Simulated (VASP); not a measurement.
# Te (P3_121) in VASP: notebook

Te is run at these levels: LDA; tasks: single point.

Everything below comes from runs of VASP 6.6.1. Logs are shortened: lines on timing, memory, paths and dates and some standing lists are left out, and cuts for length are marked.

## 1. The cell of the first run

It takes space group P3_121 (No. 152, trigonal). Conventional cell: a = 4.297 Å, b = 4.297 Å, c = 5.904 Å, α = 90.00°, β = 90.00°, γ = 120.00°. Te (site symmetry 2) has 6 Te at 2.90 to 3.32 Å within 3.8 Å.

## 2. Single point, LDA

INCAR

```
  PREC = Accurate
  ENCUT = 520
  EDIFF = 1E-6
  ISMEAR = -1
  SIGMA = 0.05
  LREAL = False
  LASPH = True
  NELM = 60
  ALGO = Normal
  ISIF = 2
  LWAVE = False
  LCHARG = False
  NBANDS = 16
```

KPOINTS

```
regular mesh
0
Gamma
  7 7 5
```

POSCAR

```
Te
1.0
    4.2966332825      0.0000000000      0.0000000000
   -2.1483166412      3.7209935734      0.0000000000
    0.0000000000      0.0000000000      5.9041060663
Te
3
Direct
    0.2855404168      1.0000000000      0.3333333333
    1.0000000000      0.2855404168      0.6666666667
    0.7144595832      0.7144595832      1.0000000000
```

Potentials or basis: VASP PAW LDA potentials, release 64 (Te).

On the command line:

```
> cat potpaw_LDA.64/Te/POTCAR > POTCAR
> mpirun -np 1 vasp_std > vasp.out
```

OUTCAR:

```text
PREC = Accurate
   ENCUT = 520
   EDIFF = 1E-6
   ISMEAR = -1
   LREAL = False
   LASPH = True
   NELM = 60
   ISIF = 2

 ion  position               nearest neighbor table
   1  0.286  0.000  0.333-   3 2.90   2 2.90   3 3.32   3 3.32   2 3.32   2 3.32
   2  0.000  0.286  0.667-   3 2.90   1 2.90   3 3.32   3 3.32   1 3.32   1 3.32
   3  0.714  0.714  0.000-   2 2.90   1 2.90   2 3.32   1 3.32   1 3.32   2 3.32

  LATTYP: Found a hexagonal cell.
 ALAT       =     4.2966332825
 C/A-ratio  =     1.3741238030

  Lattice vectors:

 A1 = (   4.2966332825,   0.0000000000,   0.0000000000)
 A2 = (  -2.1483166412,   3.7209935734,   0.0000000000)
 A3 = (   0.0000000000,   0.0000000000,   5.9041060663)

Analysis of symmetry for initial positions (statically):
=====================================================================
 Subroutine PRICEL returns:
 Original cell was already a primitive cell.

 Routine SETGRP: Setting up the symmetry group for a
 hexagonal supercell.

 Subroutine GETGRP returns: Found  6 space group operations
 (whereof  2 operations were pure point group operations)
 out of a pool of 24 trial point group operations.

The static configuration has the point symmetry C_2 .
 The point group associated with its full space group is D_3 .

Analysis of symmetry for dynamics (positions and initial velocities):
=====================================================================
 Subroutine PRICEL returns:
 Original cell was already a primitive cell.

 Routine SETGRP: Setting up the symmetry group for a
 hexagonal supercell.

 Subroutine GETGRP returns: Found  6 space group operations
 (whereof  2 operations were pure point group operations)
 out of a pool of 24 trial point group operations.

The dynamic configuration has the point symmetry C_2 .
 The point group associated with its full space group is D_3 .

 Subroutine INISYM returns: Found  6 space group operations
 (whereof  2 operations are pure point group operations),
 and found     1 'primitive' translations

----------------------------------------------------------------------------------------

                                     Primitive cell

  volume of cell :      94.3933

  direct lattice vectors                    reciprocal lattice vectors
     4.296633283  0.000000000  0.000000000     0.232740365  0.134372713  0.000000000
    -2.148316641  3.720993573  0.000000000     0.000000000  0.268745425  0.000000000
     0.000000000  0.000000000  5.904106066     0.000000000  0.000000000  0.169373651

  length of vectors
     4.296633283  4.296633282  5.904106066     0.268745425  0.268745425  0.169373651

  position of ions in fractional coordinates (direct lattice)
     0.285540417  0.000000000  0.333333333
     0.000000000  0.285540417  0.666666667
     0.714459583  0.714459583  0.000000000

  ion indices of the primitive-cell ions
   primitive index   ion index
                 1           1
                 2           2
                 3           3

----------------------------------------------------------------------------------------

 KPOINTS: regular mesh

Automatic generation of k-mesh.
 Grid dimensions read from file:
 generate k-points for:    7    7    5

 Generating k-lattice:

  Cartesian coordinates                     Fractional coordinates (reciprocal lattice)
     0.033248624  0.019196102  0.000000000     0.142857143  0.000000000  0.000000000
     0.000000000  0.038392204  0.000000000     0.000000000  0.142857143  0.000000000
     0.000000000  0.000000000  0.033874730     0.000000000  0.000000000  0.200000000

  Length of vectors
     0.038392204  0.038392204  0.033874730

  Shift w.r.t. Gamma in fractional coordinates (k-lattice)
     0.000000000  0.000000000  0.000000000

 Subroutine IBZKPT returns following result:
 ===========================================

 Found     32 irreducible k-points:

 Following reciprocal coordinates:
            Coordinates               Weight
  0.000000  0.000000  0.000000      1.000000
  0.142857  0.000000  0.000000      6.000000
  0.285714  0.000000  0.000000      6.000000
  0.428571 -0.000000  0.000000      6.000000
  0.142857  0.142857  0.000000      6.000000
  0.285714  0.142857  0.000000     12.000000
[... 16 lines left out ...]
  0.000000  0.142857  0.400000      6.000000
  0.285714  0.000000  0.400000      6.000000
 [... further k-points ...]
   k-points           NKPTS =     32   k-points in BZ     NKDIM =     32   number of bands    NBANDS=     16
   number of dos      NEDOS =    301   number of ions     NIONS =      3
   total plane-waves  NPLWV =  49152
   dimension x,y,z NGX =    32 NGY =   32 NGZ =   48
   dimension x,y,z NGXF=    64 NGYF=   64 NGZF=   96
   ions per type =               3
   NGX,Y,Z   is equivalent  to a cutoff of  12.38, 12.38, 13.52 a.u.
   NGXF,Y,Z  is equivalent  to a cutoff of  24.76, 24.76, 27.03 a.u.
 SYSTEM =  unknown system
   PREC   = accura    normal or accurate (medium, high low for compatibility)
   ISTART =      0    job   : 0-new  1-cont  2-samecut
   ICHARG =      2    charge: 1-file 2-atom 10-const
   ISPIN  =      1    spin polarized calculation?
   LNONCOLLINEAR =      F non collinear calculations
   LSORBIT =      F    spin-orbit coupling
   LASPH  =      T    aspherical Exc in radial PAW
   ENCUT  =  520.0 eV  38.22 Ry    6.18 a.u.   7.99  7.99 10.98*2*pi/ulx,y,z
   NELM   =     60;   NELMIN=  2; NELMDL= -5     # of ELM steps
   EDIFF  = 0.1E-05   stopping-criterion for ELM
   LREAL  =      F    real-space projection
   EDIFFG = 0.1E-04   stopping-criterion for IOM
   NSW    =      0    number of steps for IOM
   IBRION =     -1    ionic relax: 0-MD 1-quasi-New 2-CG
   NFREE  =      0    steps in history (QN), initial steepest desc. (CG)
   ISIF   =      2    stress and relaxation
   ISYM   =      2    0-nonsym 1-usesym 2-fastsym
   POTIM  = 0.5000    time-step for ionic-motion
   TEBEG  =    0.0;   TEEND  =   0.0 temperature during run
   PSTRESS=    0.0 pullay stress
   NELECT =      18.0000    total number of electrons
   NUPDOWN=      -1.0000    fix difference up-down
   EMIN   =  10.00;   EMAX   =-10.00  energy-range for DOS
   EFERMI =   0.00;   METHOD = LEGACY
   ISMEAR =    -1;   SIGMA  =   0.05  broadening in eV -4-tet -1-fermi 0-gaus
   EFERMI_NEDOS =   21; number of points for ismear=-14 and -15
   IALGO  =     38    algorithm
   IMIX   =      4    mixing-type and parameters
     AMIX     =   0.40;   BMIX     =  1.00
     AMIX_MAG =   1.60;   BMIX_MAG =  1.00
  volume/ion in A,a.u.               =      31.46       212.33
  Fermi-wavevector in a.u.,A,eV,Ry     =   0.942291  1.780672 12.080790  0.887913
  Thomas-Fermi vector in A             =   2.069886
   LORBIT       =      0    0 simple, 1 ext, 2 COOP (PROOUT), +10 PAW based schemes
   GGA     = CA    functional components
   LHFCALC =     F    Hartree Fock is set to
   AEXX    =    0.0000 exact exchange contribution
   IVDW    =     0    specifies the selected vdW correction
   LEPSILON=     F    determine dielectric tensor
   LRPA    =     F    only Hartree local field effects (RPA)
 non-spin polarized calculation
  energy-cutoff  :      520.00
  volume of cell :       94.39
 maximum number of plane-waves:      2558
   NGX = 15   NGY = 15   NGZ = 21

 number of electron      17.9999999 magnetization

 Free energy of the ion-electron system (eV)
  ---------------------------------------------------
  ext. energy  EPLUGINS =         0.00000000
  ---------------------------------------------------
  free energy    TOTEN  =       -11.40890156 eV

  energy without entropy =      -11.40837419  energy(sigma->0) =      -11.40863787

 E-fermi :   6.8691     XC(G=0):  -9.6451

 val. band max:        6.6346129248   @ k =   0.2857   0.2857   0.4000
 cond. band min:       7.0346777515   @ k =   0.0000   0.0000   0.4000
 fundamental gap:      0.4000648267
 Fermi energy:         6.8690607881

 k-point     1 :       0.0000    0.0000    0.0000
  band No.  band energies     occupation
      1      -7.2602      2.00000
      2      -3.7903      2.00000
      3      -3.7903      2.00000
      4       3.7926      2.00000
      5       4.1779      2.00000
      6       4.1779      2.00000
[... 8 lines left out ...]
     15      12.8750      0.00000
     16      12.8750      0.00000

 k-point     2 :       0.1429    0.0000    0.0000
  band No.  band energies     occupation
      1      -7.0934      2.00000
      2      -3.8131      2.00000
      3      -3.7343      2.00000
      4       2.6431      2.00000
      5       3.3572      2.00000
      6       3.6586      2.00000
[... 8 lines left out ...]
     15      12.7716      0.00000
     16      13.2361      0.00000

 k-point     3 :       0.2857    0.0000    0.0000
  band No.  band energies     occupation
      1      -6.6202      2.00000
      2      -4.0395      2.00000
      3      -3.5881      2.00000
      4       1.6619      2.00000
      5       2.4712      2.00000
      6       3.0580      2.00000
[... 8 lines left out ...]
     15      13.4230      0.00000
     16      14.3759      0.00000

 k-point     4 :       0.4286   -0.0000    0.0000
  band No.  band energies     occupation
      1      -5.9927      2.00000
      2      -4.5717      2.00000
      3      -3.4504      2.00000
      4       1.5800      2.00000
      5       2.0320      2.00000
      6       2.7225      2.00000
[... 8 lines left out ...]
     15      15.0349      0.00000
     16      15.5902      0.00000
[... 324 lines left out ...]
 k-point    22 :       0.1429    0.0000    0.4000
  band No.  band energies     occupation
      1      -6.5164      2.00000
      2      -5.8018      2.00000
      3      -1.9131      2.00000
      4       2.7425      2.00000
      5       3.7954      2.00000
      6       4.0250      2.00000
[... 8 lines left out ...]
     15      12.2199      0.00000
     16      13.1768      0.00000

 k-point    23 :       0.0000    0.1429    0.4000
  band No.  band energies     occupation
      1      -6.5096      2.00000
      2      -5.8148      2.00000
      3      -1.8751      2.00000
      4       2.6241      2.00000
      5       3.3382      2.00000
      6       3.9160      2.00000
[... 8 lines left out ...]
     15      12.5176      0.00000
     16      13.4840      0.00000

 k-point    24 :       0.2857    0.0000    0.4000
  band No.  band energies     occupation
      1      -6.1217      2.00000
      2      -5.4006      2.00000
      3      -2.7558      2.00000
      4       2.0623      2.00000
      5       3.2403      2.00000
      6       3.4038      2.00000
[... 8 lines left out ...]
     15      12.6497      0.00000
     16      13.3820      0.00000

 [... further k-points ...]
[... 5 lines left out ...]
  --------------------------------------------------------------------------------------
  -------------------------------------------------------------------------------------
  Total       -0.0244707     -0.0244707      0.1162699     -0.0000000      0.0000000     -0.0000000
  in kB       -0.4153512     -0.4153512      1.9734969     -0.0000000      0.0000000     -0.0000000
  external PRESSURE =       0.3809315 kB  Pullay stress =       0.0000000 kB

 VOLUME and BASIS-vectors are now :
 -----------------------------------------------------------------------------
  energy-cutoff  :      520.00
  volume of cell :       94.39
      direct lattice vectors                 reciprocal lattice vectors
     4.296633283  0.000000000  0.000000000     0.232740365  0.134372713  0.000000000
    -2.148316641  3.720993573  0.000000000     0.000000000  0.268745425  0.000000000
     0.000000000  0.000000000  5.904106066     0.000000000  0.000000000  0.169373651

 POSITION                                       TOTAL-FORCE (eV/Angst)
 -----------------------------------------------------------------------------------
      1.22686      0.00000      1.96804         0.023440      0.000000      0.000000
     -0.61343      1.06249      3.93607        -0.011720      0.020300      0.000000
      1.53489      2.65850      0.00000        -0.011720     -0.020300     -0.000000
 -----------------------------------------------------------------------------------
    total drift:                               -0.000000     -0.000000      0.000000

  FREE ENERGIE OF THE ION-ELECTRON SYSTEM (eV)
  ---------------------------------------------------
  free  energy   TOTEN  =       -11.4089015589 eV

  energy  without entropy=      -11.4083741859  energy(sigma->0) =      -11.40863787
```

Run time: 18 s. Hardware: 1 thread of Intel Xeon 6975P-C (Granite Rapids), shared host; peak memory 0.19 GiB.

Results:

```yaml
Free_energy: -11.4089 eV
Pressure: 0.0 GPa
Largest_force: 0.023 eV/Å
Band_gap_on_the_k_mesh: 0.40 eV (least direct gap 0.61 eV)
```

Forces on the atoms (eV/Å):
```
Te   0.023  0.000  0.000
Te  -0.012  0.020  0.000
Te  -0.012 -0.020  0.000
```

Caveat: spin-orbit coupling is left out, which moves the levels of the heavy elements; an odd mesh through Γ misses points on the zone boundary, where band edges can lie.

## 3. Single point, LDA

INCAR

```
SYSTEM = Te
PREC     = Accurate       ! precision mode
ENCUT    = 520            ! plane-wave cutoff, eV
EDIFF    = 1E-7           ! SCF threshold, eV
ISMEAR   = -1             ! smearing method
SIGMA    = 0.05           ! smearing width, eV
LREAL    = .False.        ! projectors in reciprocal space
LASPH    = .True.         ! aspherical terms in the spheres
NELM     = 60             ! most SCF steps
ALGO     = Normal         ! electronic algorithm
ISIF     = 2              ! what is computed and relaxed
LWAVE    = .False.        ! write WAVECAR
LCHARG   = .False.        ! write CHGCAR
GGA      = CA             ! functional
NBANDS   = 16             ! bands
```

KPOINTS

```
regular mesh
0
Gamma
  8 8 5
  0 0 0
```

POSCAR is that of step 2.

Potentials or basis: VASP PAW LDA potentials, release 64 (Te).

On the command line:

```
> cat potpaw_LDA.64/Te/POTCAR > POTCAR
> mpirun -np 1 vasp_std > vasp.out
```

OUTCAR:

```text
SYSTEM = Te
   PREC = Accurate
   ENCUT = 520
   EDIFF = 1E-7
   ISMEAR = -1
   LREAL = .False.
   LASPH = .True.
   NELM = 60
   ISIF = 2
   GGA = CA

 ion  position               nearest neighbor table
   1  0.286  0.000  0.333-   3 2.90   2 2.90   3 3.32   3 3.32   2 3.32   2 3.32
   2  0.000  0.286  0.667-   3 2.90   1 2.90   3 3.32   3 3.32   1 3.32   1 3.32
   3  0.714  0.714  0.000-   2 2.90   1 2.90   2 3.32   1 3.32   1 3.32   2 3.32

  LATTYP: Found a hexagonal cell.
 ALAT       =     4.2966332825
 C/A-ratio  =     1.3741238030

  Lattice vectors:

 A1 = (   4.2966332825,   0.0000000000,   0.0000000000)
 A2 = (  -2.1483166412,   3.7209935734,   0.0000000000)
 A3 = (   0.0000000000,   0.0000000000,   5.9041060663)

Analysis of symmetry for initial positions (statically):
=====================================================================
 Subroutine PRICEL returns:
 Original cell was already a primitive cell.

 Routine SETGRP: Setting up the symmetry group for a
 hexagonal supercell.

 Subroutine GETGRP returns: Found  6 space group operations
 (whereof  2 operations were pure point group operations)
 out of a pool of 24 trial point group operations.
[... 162 lines left out ...]
  free energy    TOTEN  =       -11.41214725 eV

  energy without entropy =      -11.41175526  energy(sigma->0) =      -11.41195126

 E-fermi :   6.8485     XC(G=0):  -9.6453

 val. band max:        6.6010134596   @ k =   0.3750   0.2500   0.4000
 cond. band min:       7.0347508635   @ k =   0.0000   0.0000   0.4000
 fundamental gap:      0.4337374038
 Fermi energy:         6.8484965485

 k-point     1 :       0.0000    0.0000    0.0000
  band No.  band energies     occupation
      1      -7.2605      2.00000
      2      -3.7907      2.00000
      3      -3.7907      2.00000
      4       3.7924      2.00000
      5       4.1778      2.00000
      6       4.1778      2.00000
[... 433 lines left out ...]
      3      -3.6738      2.00000
      4       1.2856      2.00000
      5       2.1628      2.00000
      6       2.8807      2.00000
[... 8 lines left out ...]
     15      14.3347      0.00000
     16      14.7159      0.00000

 [... further k-points ...]
[... 5 lines left out ...]
  --------------------------------------------------------------------------------------
  -------------------------------------------------------------------------------------
  Total       -0.0431852     -0.0431852      0.1438326     -0.0000000      0.0000000      0.0000000
  in kB       -0.7329999     -0.7329999      2.4413298     -0.0000000      0.0000000      0.0000000
  external PRESSURE =       0.3251100 kB  Pullay stress =       0.0000000 kB

 VOLUME and BASIS-vectors are now :
 -----------------------------------------------------------------------------
  energy-cutoff  :      520.00
  volume of cell :       94.39
      direct lattice vectors                 reciprocal lattice vectors
     4.296633283  0.000000000  0.000000000     0.232740365  0.134372713  0.000000000
    -2.148316641  3.720993573  0.000000000     0.000000000  0.268745425  0.000000000
     0.000000000  0.000000000  5.904106066     0.000000000  0.000000000  0.169373651

 POSITION                                       TOTAL-FORCE (eV/Angst)
 -----------------------------------------------------------------------------------
      1.22686      0.00000      1.96804         0.025419      0.000000     -0.000000
     -0.61343      1.06249      3.93607        -0.012709      0.022013      0.000000
      1.53489      2.65850      0.00000        -0.012709     -0.022013     -0.000000
 -----------------------------------------------------------------------------------
    total drift:                               -0.000000     -0.000000      0.000000

  FREE ENERGIE OF THE ION-ELECTRON SYSTEM (eV)
  ---------------------------------------------------
  free  energy   TOTEN  =       -11.4121472505 eV

  energy  without entropy=      -11.4117552627  energy(sigma->0) =      -11.41195126
```

Wall time 23 s (1 thread of Intel Xeon 6975P-C (Granite Rapids), shared host); peak memory 0.19 GiB.

What came out:

* Free energy: -11.4121 eV
* Pressure: 0.0 GPa
* Largest force: 0.025 eV/Å
* Band gap on the k mesh: 0.43 eV (least direct gap 0.59 eV)

Forces on the atoms (eV/Å):
```
Te   0.025  0.000  0.000
Te  -0.013  0.022  0.000
Te  -0.013 -0.022  0.000
```

Stress tensor (GPa, compression positive):
```
-0.07  0.00  0.00
 0.00 -0.07  0.00
 0.00  0.00  0.24
```

Caveat: spin-orbit coupling is left out, which moves the levels of the heavy elements; an odd mesh through Γ misses points on the zone boundary, where band edges can lie.

## 4. Single point, LDA

INCAR

```
SYSTEM = Te
PREC = Accurate
ENCUT = 520
EDIFF = 1E-7
ISMEAR = -1
SIGMA = 0.05
LREAL = .FALSE.
LASPH = .TRUE.
NELM = 80
ALGO = Normal
ISIF = 2
LWAVE = .FALSE.
LCHARG = .FALSE.
GGA = CA
NBANDS = 16
```

KPOINTS

```
regular mesh
0
G
  9 9 6
  0 0 0
```

POSCAR is that of step 3.

On the command line:

```
> cat potpaw_LDA.64/Te/POTCAR > POTCAR
> mpirun -np 1 vasp_std > vasp.out
```

Run time: 34 s. Hardware: 1 thread of Intel Xeon 6975P-C (Granite Rapids), shared host; peak memory 0.22 GiB.

It converged, with:

- Free energy: -11.4113 eV
- Pressure: 0.0 GPa
- Largest force: 0.026 eV/Å
- Band gap on the k mesh: zero (filled and empty bands touch)

Forces on the atoms (eV/Å):
```
Te   0.026  0.000  0.000
Te  -0.013  0.022  0.000
Te  -0.013 -0.022  0.000
```

Stress tensor (GPa, compression positive):
```
-0.08  0.00  0.00
 0.00 -0.08  0.00
 0.00  0.00  0.24
```

Levels at points of the mesh, in eV from the Fermi level:
| k point | band 6 | band 7 | band 8 | band 9 | band 10 | band 11 | band 12 | band 13 |
| --- | --- | --- | --- | --- | --- | --- | --- | --- |
| (0.00, 0.00, 0.00) | -2.69 | -1.89 | -1.89 | -1.26 | 0.94 | 0.94 | 1.60 | 4.73 |
| (0.00, 0.00, 0.50) | -2.79 | -1.36 | -0.93 | -0.93 | 0.15 | 0.20 | 0.20 | 3.56 |

Caveat: spin-orbit coupling is left out, which moves the levels of the heavy elements.

## 5. Overview

| k mesh | gap on the mesh (eV) | pressure (GPa) | largest force (eV/Å) |
| --- | --- | --- | --- |
| 7 × 7 × 5 | 0.40 | 0.0 | 0.02 |
| 8 × 8 × 5 | 0.43 | 0.0 | 0.03 |
| 9 × 9 × 6 | none | 0.0 | 0.03 |

Alike in all rows: task single point; level LDA; potentials or basis VASP PAW LDA potentials, release 64 (Te); no spin polarisation; cell as given; cutoff (eV) 520; smearing fermi-dirac 0.05 eV.

Caveats: spin-orbit coupling is left out, which moves the levels of the heavy elements; an odd mesh through Γ misses points on the zone boundary, where band edges can lie (at least some runs).

Total energies depend on the potentials used, so only differences within one code and one set of settings carry meaning.
